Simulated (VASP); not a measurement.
# AlIn3Sb2N2 (P3m1) in VASP: a series of runs

AlIn3Sb2N2 is run at these levels: PBE; tasks: single point.

Program: VASP 6.6.1. These are calculated values, not measurements. Logs are shortened: lines on timing, memory, paths and dates and some standing lists are left out, and cuts for length are marked.

### Step 1. The cell of the first run

It takes space group P3m1 (No. 156, trigonal). Conventional cell: a = 3.335 Å, b = 3.335 Å, c = 16.740 Å, α = 90.00°, β = 90.00°, γ = 120.00°. Within 2.6 Å of Al (site symmetry 3m) lie 3 N at 1.93 Å. Within 4.4 Å of In (site symmetry 3m) lie 6 In at 3.34 Å and 3 Sb at 3.42 Å and 3 N at 3.70 Å and 3 Al at 3.80 Å. Within 3.1 Å of In (site symmetry 3m) lie 3 N at 2.32 Å. In (site symmetry 3m) has 3 N at 2.41 Å and 3 Sb at 3.03 Å within 3.2 Å. Within 4.1 Å of Sb (site symmetry 3m) lie 6 In at 3.12 to 3.42 Å and 6 Sb at 3.34 Å. Sb (site symmetry 3m) has 3 In at 3.03 Å and 6 Sb at 3.34 Å and 3 Al at 3.64 Å and 3 N at 3.75 Å within 4.0 Å. Within 2.6 Å of N (site symmetry 3m) lie 3 Al at 1.93 Å. Within 3.1 Å of N (site symmetry 3m) lie 6 In at 2.32 to 2.41 Å.

### Step 2. Single point, PBE

INCAR reads:

```
SYSTEM = AlIn3Sb2N2
  PREC = Accurate
  ENCUT = 520
  EDIFF = 1E-7
  ISMEAR = 0
  SIGMA = 0.15
  LREAL = .FALSE.
  LASPH = .TRUE.
  NELM = 60
  ALGO = Normal
  ISIF = 2
  LWAVE = .FALSE.
  LCHARG = .FALSE.
  GGA = PE
  NBANDS = 41
```

KPOINTS reads:

```
regular mesh
0
G
  4 4 1
  0 0 0
```

POSCAR reads:

```
AlIn3Sb2N2
1.0
    3.3350701306      0.0000000028      0.0000000000
   -1.6675350677      2.8882554551      0.0000000000
    0.0000000000      0.0000000000     16.7397992013
Al In Sb N
1 3 2 2
Direct
    0.0000000000      0.0000000000      0.5823931783
    0.6666666667      0.3333333333      0.3864989981
    0.6666666667      0.3333333333      0.0710171670
    0.0000000000      0.0000000000      0.9071532706
    0.0000000000      0.0000000000      0.2176295489
    0.6666666667      0.3333333333      0.7670184028
    0.3333333333      0.6666666667      0.5750237848
    0.3333333333      0.6666666667     -0.0067343105
```

Potentials or basis: VASP PAW PBE potentials, release 64 (Al, In_d, Sb, N).

The run is started by

```
cat potpaw_PBE.64/Al/POTCAR potpaw_PBE.64/In_d/POTCAR potpaw_PBE.64/Sb/POTCAR potpaw_PBE.64/N/POTCAR > POTCAR
mpirun -np 1 vasp_std > vasp.out
```

OUTCAR:

```text
SYSTEM = AlIn3Sb2N2
   PREC = Accurate
   ENCUT = 520
   EDIFF = 1E-7
   ISMEAR = 0
   LREAL = .FALSE.
   LASPH = .TRUE.
   NELM = 60
   ISIF = 2
   GGA = PE

 ion  position               nearest neighbor table
   1  0.000  0.000  0.582-   7 1.93   7 1.93   7 1.93
   2  0.667  0.333  0.386-   5 3.42   5 3.42   5 3.42
   3  0.667  0.333  0.071-   8 2.32   8 2.32   8 2.32   5 3.12   5 3.12   5 3.12   4 3.35   4 3.35
                             4 3.35
   4  0.000  0.000  0.907-   8 2.41   8 2.41   8 2.41   6 3.03   6 3.03   6 3.03   3 3.35   3 3.35
                             3 3.35
   5  0.000  0.000  0.218-   3 3.12   3 3.12   3 3.12   2 3.42   2 3.42   2 3.42
   6  0.667  0.333  0.767-   4 3.03   4 3.03   4 3.03
   7  0.333  0.667  0.575-   1 1.93   1 1.93   1 1.93
   8  0.333  0.667  0.993-   3 2.32   3 2.32   3 2.32   4 2.41   4 2.41   4 2.41

  LATTYP: Found a hexagonal cell.
 ALAT       =     3.3350701306
 C/A-ratio  =     5.0193244957

  Lattice vectors:

 A1 = (   3.3350701306,   0.0000000028,   0.0000000000)
 A2 = (  -1.6675350677,   2.8882554551,   0.0000000000)
 A3 = (   0.0000000000,   0.0000000000,  16.7397992013)

Analysis of symmetry for initial positions (statically):
=====================================================================
 Subroutine PRICEL returns:
 Original cell was already a primitive cell.

 Routine SETGRP: Setting up the symmetry group for a
 hexagonal supercell.

 Subroutine GETGRP returns: Found  6 space group operations
 (whereof  6 operations were pure point group operations)
 out of a pool of 24 trial point group operations.

The static configuration has the point symmetry C_3v.

Analysis of symmetry for dynamics (positions and initial velocities):
=====================================================================
 Subroutine PRICEL returns:
 Original cell was already a primitive cell.

 Routine SETGRP: Setting up the symmetry group for a
 hexagonal supercell.

 Subroutine GETGRP returns: Found  6 space group operations
 (whereof  6 operations were pure point group operations)
 out of a pool of 24 trial point group operations.

The dynamic configuration has the point symmetry C_3v.

 Subroutine INISYM returns: Found  6 space group operations
 (whereof  6 operations are pure point group operations),
 and found     1 'primitive' translations

----------------------------------------------------------------------------------------

                                     Primitive cell

  volume of cell :     161.2467

  direct lattice vectors                    reciprocal lattice vectors
     3.335070131  0.000000003  0.000000000     0.299843770  0.173114881  0.000000000
    -1.667535068  2.888255455  0.000000000    -0.000000000  0.346229762  0.000000000
     0.000000000  0.000000000 16.739799201     0.000000000  0.000000000  0.059737873

  length of vectors
     3.335070131  3.335070131 16.739799201     0.346229762  0.346229762  0.059737873

  position of ions in fractional coordinates (direct lattice)
     0.000000000  0.000000000  0.582393178
     0.666666667  0.333333333  0.386498998
     0.666666667  0.333333333  0.071017167
     0.000000000  0.000000000  0.907153271
     0.000000000  0.000000000  0.217629549
     0.666666667  0.333333333  0.767018403
     0.333333333  0.666666667  0.575023785
     0.333333333  0.666666667  0.993265689

  ion indices of the primitive-cell ions
   primitive index   ion index
                 1           1
                 2           2
                 3           3
                 4           4
                 5           5
                 6           6
                 7           7
                 8           8

----------------------------------------------------------------------------------------

 KPOINTS: regular mesh

Automatic generation of k-mesh.
 Grid dimensions read from file:
 generate k-points for:    4    4    1

 Generating k-lattice:

  Cartesian coordinates                     Fractional coordinates (reciprocal lattice)
     0.074960942  0.043278720  0.000000000     0.250000000  0.000000000  0.000000000
    -0.000000000  0.086557441  0.000000000     0.000000000  0.250000000  0.000000000
     0.000000000  0.000000000  0.059737873     0.000000000  0.000000000  1.000000000

  Length of vectors
     0.086557441  0.086557441  0.059737873

  Shift w.r.t. Gamma in fractional coordinates (k-lattice)
     0.000000000  0.000000000  0.000000000

 Subroutine IBZKPT returns following result:
 ===========================================

 Found      4 irreducible k-points:

 Following reciprocal coordinates:
            Coordinates               Weight
  0.000000  0.000000  0.000000      1.000000
  0.250000 -0.000000  0.000000      6.000000
  0.500000 -0.000000  0.000000      3.000000
  0.250000  0.250000  0.000000      6.000000
   k-points           NKPTS =      4   k-points in BZ     NKDIM =      4   number of bands    NBANDS=     41
   number of dos      NEDOS =    301   number of ions     NIONS =      8
   total plane-waves  NPLWV =  98784
   dimension x,y,z NGX =    28 NGY =   28 NGZ =  126
   dimension x,y,z NGXF=    56 NGYF=   56 NGZF=  252
   ions per type =               1   3   2   2
   NGX,Y,Z   is equivalent  to a cutoff of  13.96, 13.96, 12.51 a.u.
   NGXF,Y,Z  is equivalent  to a cutoff of  27.91, 27.91, 25.03 a.u.
 SYSTEM =  AlIn3Sb2N2
   PREC   = accura    normal or accurate (medium, high low for compatibility)
   ISTART =      0    job   : 0-new  1-cont  2-samecut
   ICHARG =      2    charge: 1-file 2-atom 10-const
   ISPIN  =      1    spin polarized calculation?
   LNONCOLLINEAR =      F non collinear calculations
   LSORBIT =      F    spin-orbit coupling
   LASPH  =      T    aspherical Exc in radial PAW
   ENCUT  =  520.0 eV  38.22 Ry    6.18 a.u.   6.20  6.20 31.12*2*pi/ulx,y,z
   NELM   =     60;   NELMIN=  2; NELMDL= -5     # of ELM steps
   EDIFF  = 0.1E-06   stopping-criterion for ELM
   LREAL  =      F    real-space projection
   EDIFFG = 0.1E-05   stopping-criterion for IOM
   NSW    =      0    number of steps for IOM
   IBRION =     -1    ionic relax: 0-MD 1-quasi-New 2-CG
   NFREE  =      0    steps in history (QN), initial steepest desc. (CG)
   ISIF   =      2    stress and relaxation
   ISYM   =      2    0-nonsym 1-usesym 2-fastsym
   POTIM  = 0.5000    time-step for ionic-motion
   TEBEG  =    0.0;   TEEND  =   0.0 temperature during run
   PSTRESS=    0.0 pullay stress
   NELECT =      62.0000    total number of electrons
   NUPDOWN=      -1.0000    fix difference up-down
   EMIN   =  10.00;   EMAX   =-10.00  energy-range for DOS
   EFERMI =   0.00;   METHOD = LEGACY
   ISMEAR =     0;   SIGMA  =   0.15  broadening in eV -4-tet -1-fermi 0-gaus
   EFERMI_NEDOS =   21; number of points for ismear=-14 and -15
   IALGO  =     38    algorithm
   IMIX   =      4    mixing-type and parameters
     AMIX     =   0.40;   BMIX     =  1.00
     AMIX_MAG =   1.60;   BMIX_MAG =  1.00
  volume/ion in A,a.u.               =      20.16       136.02
  Fermi-wavevector in a.u.,A,eV,Ry     =   1.190443  2.249610 19.281545  1.417154
  Thomas-Fermi vector in A             =   2.326527
   LORBIT       =      0    0 simple, 1 ext, 2 COOP (PROOUT), +10 PAW based schemes
   GGA     = PE    functional components
   LHFCALC =     F    Hartree Fock is set to
   AEXX    =    0.0000 exact exchange contribution
   IVDW    =     0    specifies the selected vdW correction
   LEPSILON=     F    determine dielectric tensor
   LRPA    =     F    only Hartree local field effects (RPA)
 non-spin polarized calculation
 Gauss-broadening in eV      SIGMA  =   0.15
  energy-cutoff  :      520.00
  volume of cell :      161.25
 maximum number of plane-waves:      4383
 NGX is ok and might be reduce to    28
   NGX = 13   NGY = 13   NGZ = 63

 number of electron      61.9999998 magnetization

 Free energy of the ion-electron system (eV)
  ---------------------------------------------------
  ext. energy  EPLUGINS =         0.00000000
  ---------------------------------------------------
  free energy    TOTEN  =       -36.45727448 eV

  energy without entropy =      -36.42968566  energy(sigma->0) =      -36.44348007

 E-fermi :   7.5506     XC(G=0): -10.3453

 val. band max:        7.4824027379   @ k =   0.5000  -0.0000   0.0000
 cond. band min:       7.7571771565   @ k =   0.2500   0.2500   0.0000
 fundamental gap:      0.2747744186
 Fermi energy:         7.5505691631

 k-point     1 :       0.0000    0.0000    0.0000
  band No.  band energies     occupation
      1      -7.8390      2.00000
      2      -7.5234      2.00000
      3      -7.4728      2.00000
      4      -7.4728      2.00000
      5      -7.2818      2.00000
      6      -7.2818      2.00000
[... 33 lines left out ...]
     40      15.6585      0.00000
     41      15.9157      0.00000

 k-point     2 :       0.2500   -0.0000    0.0000
  band No.  band energies     occupation
      1      -8.0731      2.00000
      2      -7.5430      2.00000
      3      -7.3868      2.00000
      4      -7.3742      2.00000
      5      -7.3308      2.00000
      6      -7.3007      2.00000
[... 33 lines left out ...]
     40      13.6066      0.00000
     41      13.9791      0.00000

 k-point     3 :       0.5000   -0.0000    0.0000
  band No.  band energies     occupation
      1      -8.2540      2.00000
      2      -7.6056      2.00000
      3      -7.4587      2.00000
      4      -7.3196      2.00000
      5      -7.2682      2.00000
      6      -7.1895      2.00000
[... 33 lines left out ...]
     40      12.9068      0.00000
     41      13.0231      0.00000

 k-point     4 :       0.2500    0.2500    0.0000
  band No.  band energies     occupation
      1      -8.2079      2.00000
      2      -7.4609      2.00000
      3      -7.4248      2.00000
      4      -7.3695      2.00000
      5      -7.3539      2.00000
      6      -7.2352      2.00000
[... 33 lines left out ...]
     40      12.3917      0.00000
     41      12.5121      0.00000

------------------------ aborting loop because EDIFF is reached ----------------------------------------

  FORCE on cell =-STRESS in cart. coord.  units (eV):
  Direction    XX          YY          ZZ          XY          YZ          ZX
  --------------------------------------------------------------------------------------
  -------------------------------------------------------------------------------------
  Total        0.0660307      0.0660307      0.4599366      0.0000000      0.0000000      0.0000000
  in kB        0.6560935      0.6560935      4.5700160      0.0000000      0.0000000      0.0000000
  external PRESSURE =       1.9607343 kB  Pullay stress =       0.0000000 kB

 VOLUME and BASIS-vectors are now :
 -----------------------------------------------------------------------------
  energy-cutoff  :      520.00
  volume of cell :      161.25
      direct lattice vectors                 reciprocal lattice vectors
     3.335070131  0.000000003  0.000000000     0.299843770  0.173114881  0.000000000
    -1.667535068  2.888255455  0.000000000    -0.000000000  0.346229762  0.000000000
     0.000000000  0.000000000 16.739799201     0.000000000  0.000000000  0.059737873

 POSITION                                       TOTAL-FORCE (eV/Angst)
 -----------------------------------------------------------------------------------
      0.00000      0.00000      9.74914        -0.000000     -0.000000     -0.008987
      1.66754      0.96275      6.46992        -0.000000      0.000000     -0.019548
      1.66754      0.96275      1.18881         0.000000     -0.000000      0.028653
      0.00000      0.00000     15.18556         0.000000      0.000000     -0.044846
      0.00000      0.00000      3.64307         0.000000     -0.000000      0.028970
      1.66754      0.96275     12.83973         0.000000      0.000000     -0.009843
     -0.00000      1.92550      9.62578         0.000000     -0.000000      0.015719
     -0.00000      1.92550     16.62707        -0.000000     -0.000000      0.009883
 -----------------------------------------------------------------------------------
    total drift:                               -0.000000      0.000000      0.000591

  FREE ENERGIE OF THE ION-ELECTRON SYSTEM (eV)
  ---------------------------------------------------
  free  energy   TOTEN  =       -36.4572744826 eV

  energy  without entropy=      -36.4296856563  energy(sigma->0) =      -36.44348007
```

Run time: 33 s. Hardware: 1 thread of Intel Xeon 6975P-C (Granite Rapids), shared host; peak memory 0.3 GiB.

What came out:

- Free energy: -36.4573 eV
- Pressure: 0.2 GPa
- Largest force: 0.045 eV/Å
- Band gap on the k mesh: zero (band 31 reaches 10.27 eV, above the bottom of band 32 at 6.95 eV)

Forces on the atoms (eV/Å):
```
Al   0.000  0.000 -0.009
In   0.000  0.000 -0.020
In   0.000  0.000  0.029
In   0.000  0.000 -0.045
Sb   0.000  0.000  0.029
Sb   0.000  0.000 -0.010
N    0.000  0.000  0.016
N    0.000  0.000  0.010
```

Caveat: the k points lie up to 0.54 Å⁻¹ apart; spin-orbit coupling is left out, which moves the levels of the heavy elements.

### Step 3. Single point, PBE

This run uses another cell than the first one, of 20.76 Å³/atom, 1.030 times its volume.

INCAR reads:

```
SYSTEM = AlIn3Sb2N2
PREC = Accurate ; ENCUT = 520
EDIFF = 1E-7 ; ISMEAR = 0
SIGMA = 0.1 ; LREAL = .FALSE.
LASPH = .TRUE. ; NELM = 80
ALGO = Normal ; ISIF = 2
LWAVE = .FALSE. ; LCHARG = .TRUE.
GGA = PE ; LELF = .TRUE.
LVHAR = .TRUE. ; NBANDS = 41
```

KPOINTS reads:

```
Automatic mesh
0
G
  6 6 1
  0 0 0
```

POSCAR reads:

```
AlIn3Sb2N2
1.0
    3.3156686690      0.0000000000      0.0000000000
   -1.6578343345      2.8714532979      0.0000000000
    0.0000000000      0.0000000000     17.4426154380
Al In Sb N
1 3 2 2
Direct
    0.0000000000      0.0000000000      0.5707595950
    0.6666666667      0.3333333333      0.3804720536
    0.6666666667      0.3333333333      0.0738423896
    0.0000000000      0.0000000000      0.9146880682
    0.0000000000      0.0000000000      0.2213085392
    0.6666666667      0.3333333333      0.7760033878
    0.3333333333      0.6666666667      0.5700268553
    0.3333333333      0.6666666667      0.9928991514
```

Potentials or basis: VASP PAW PBE potentials, release 64 (Al, In_d, Sb, N).

The run is started by

```
cat potpaw_PBE.64/Al/POTCAR potpaw_PBE.64/In_d/POTCAR potpaw_PBE.64/Sb/POTCAR potpaw_PBE.64/N/POTCAR > POTCAR
mpirun -np 1 vasp_std > vasp.out
```

OUTCAR:

```text
SYSTEM = AlIn3Sb2N2
   PREC = Accurate
   ENCUT = 520
   EDIFF = 1E-7
   ISMEAR = 0
   LREAL = .FALSE.
   LASPH = .TRUE.
   NELM = 80
   ISIF = 2
   GGA = PE

 ion  position               nearest neighbor table
   1  0.000  0.000  0.571-   7 1.91   7 1.91   7 1.91
   2  0.667  0.333  0.380-   5 3.37   5 3.37   5 3.37
   3  0.667  0.333  0.074-   8 2.38   8 2.38   8 2.38   5 3.21   5 3.21   5 3.21   4 3.37   4 3.37
                             4 3.37
   4  0.000  0.000  0.915-   8 2.35   8 2.35   8 2.35   6 3.08   6 3.08   6 3.08   3 3.37   3 3.37
                             3 3.37
   5  0.000  0.000  0.221-   3 3.21   3 3.21   3 3.21   2 3.37   2 3.37   2 3.37
   6  0.667  0.333  0.776-   4 3.08   4 3.08   4 3.08
   7  0.333  0.667  0.570-   1 1.91   1 1.91   1 1.91
   8  0.333  0.667  0.993-   4 2.35   4 2.35   4 2.35   3 2.38   3 2.38   3 2.38

  LATTYP: Found a hexagonal cell.
 ALAT       =     3.3156686690
 C/A-ratio  =     5.2606629851

  Lattice vectors:

 A1 = (   3.3156686690,   0.0000000000,   0.0000000000)
 A2 = (  -1.6578343345,   2.8714532979,   0.0000000000)
 A3 = (   0.0000000000,   0.0000000000,  17.4426154380)
[... 175 lines left out ...]
 Fermi energy:         7.3833848338

 k-point     1 :       0.0000    0.0000    0.0000
  band No.  band energies     occupation
      1      -8.2548      2.00000
      2      -7.5358      2.00000
      3      -7.5280      2.00000
      4      -7.5189      2.00000
      5      -7.5189      2.00000
      6      -7.4524      2.00000
[... 297 lines left out ...]
     40      11.2315      0.00000
     41      11.2492      0.00000

------------------------ aborting loop because EDIFF is reached ----------------------------------------

  FORCE on cell =-STRESS in cart. coord.  units (eV):
  Direction    XX          YY          ZZ          XY          YZ          ZX
  --------------------------------------------------------------------------------------
  -------------------------------------------------------------------------------------
  Total       -0.0584227     -0.0584227      0.0845074      0.0000000      0.0000000      0.0000000
  in kB       -0.5636474     -0.5636474      0.8153068      0.0000000      0.0000000      0.0000000
  external PRESSURE =      -0.1039960 kB  Pullay stress =       0.0000000 kB

 VOLUME and BASIS-vectors are now :
 -----------------------------------------------------------------------------
  energy-cutoff  :      520.00
  volume of cell :      166.07
      direct lattice vectors                 reciprocal lattice vectors
     3.315668669  0.000000000  0.000000000     0.301598290  0.174127854  0.000000000
    -1.657834334  2.871453298  0.000000000     0.000000000  0.348255708  0.000000000
     0.000000000  0.000000000 17.442615438     0.000000000  0.000000000  0.057330852

 POSITION                                       TOTAL-FORCE (eV/Angst)
 -----------------------------------------------------------------------------------
      0.00000      0.00000      9.95554         0.000000     -0.000000     -0.010804
      1.65783      0.95715      6.63643        -0.000000      0.000000     -0.001952
      1.65783      0.95715      1.28800         0.000000      0.000000      0.003284
      0.00000      0.00000     15.95455         0.000000      0.000000     -0.016558
      0.00000      0.00000      3.86020        -0.000000      0.000000      0.005457
      1.65783      0.95715     13.53553         0.000000     -0.000000      0.000277
     -0.00000      1.91430      9.94276        -0.000000      0.000000      0.011648
     -0.00000      1.91430     17.31876         0.000000      0.000000      0.008648
 -----------------------------------------------------------------------------------
    total drift:                                0.000000      0.000000      0.000678

  FREE ENERGIE OF THE ION-ELECTRON SYSTEM (eV)
  ---------------------------------------------------
  free  energy   TOTEN  =       -36.1645422607 eV

  energy  without entropy=      -36.1537840202  energy(sigma->0) =      -36.15916314
```

Wall time 44 s (1 thread of Intel Xeon 6975P-C (Granite Rapids), shared host); peak memory 0.33 GiB.

What came out:

```
Free energy            : -36.1645 eV
Pressure               : 0.0 GPa
Largest force          : 0.017 eV/Å
Band gap on the k mesh : zero (band 31 reaches 9.69 eV, above the bottom of band 32 at 6.52 eV)
```

Forces in eV/Å, atoms in the order of the input:
```
Al   0.000  0.000 -0.011
In   0.000  0.000 -0.002
In   0.000  0.000  0.003
In   0.000  0.000 -0.017
Sb   0.000  0.000  0.005
Sb   0.000  0.000  0.000
N    0.000  0.000  0.012
N    0.000  0.000  0.009
```

Levels at points of the mesh, in eV from the Fermi level:
```csv
k point,band 26,band 27,band 28,band 29,band 30,band 31,band 32,band 33,band 34,band 35
"(0.00, 0.00, 0.00)",-2.52,-1.62,-1.62,-0.79,0.07,2.30,2.99,4.82,4.82,4.92
"(0.50, 0.00, 0.00)",-3.24,-2.63,-2.52,-2.02,-1.76,-0.99,-0.36,1.16,1.78,1.95
```

Caveat: the k points lie up to 0.36 Å⁻¹ apart; spin-orbit coupling is left out, which moves the levels of the heavy elements.
